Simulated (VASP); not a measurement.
Here is a VASP 6.6.1 calculation.

File INCAR:

```
  ALGO = Normal
  EDIFF = 1E-6
  ENCUT = 520
  GGA = PE
  ISIF = 2
  ISMEAR = 0
  LASPH = True
  LCHARG = False
  LREAL = False
  LWAVE = False
  NBANDS = 26
  NELM = 60
  PREC = Accurate
  SIGMA = 0.05
```

The input KPOINTS:

```
k-points
0
Gamma
  12 12 6
```

File POSCAR:

```
ZnO
1.0
    3.3409788765      0.0000000000      0.0000000000
   -1.6704894382      2.8933725805      0.0000000000
    0.0000000000      0.0000000000      4.9224254597
Zn O
2 2
Direct
    0.3333333333      0.6666666667      0.0000000000
    0.6666666667      0.3333333333      0.5000000000
    0.3333333333      0.6666666667      0.3821000000
    0.6666666667      0.3333333333      0.8821000000
```

Potentials or basis: VASP PAW PBE potentials, release 64 (Zn, O).

Command:

```bash
$ cat potpaw_PBE.64/Zn/POTCAR potpaw_PBE.64/O/POTCAR > POTCAR
$ mpirun -np 1 vasp_std > vasp.out
```

(1) What does it give for the pressure?

(2) Predict the largest force.

(3) Predict the band gap on the k mesh.

Answers

(1) 7.4 GPa.

(2) 1.022 eV/Å.

(3) 0.81 eV, direct.

Caveat: forces of over 1 eV/Å act on the atoms, so gaps and moduli don't describe the material at rest.
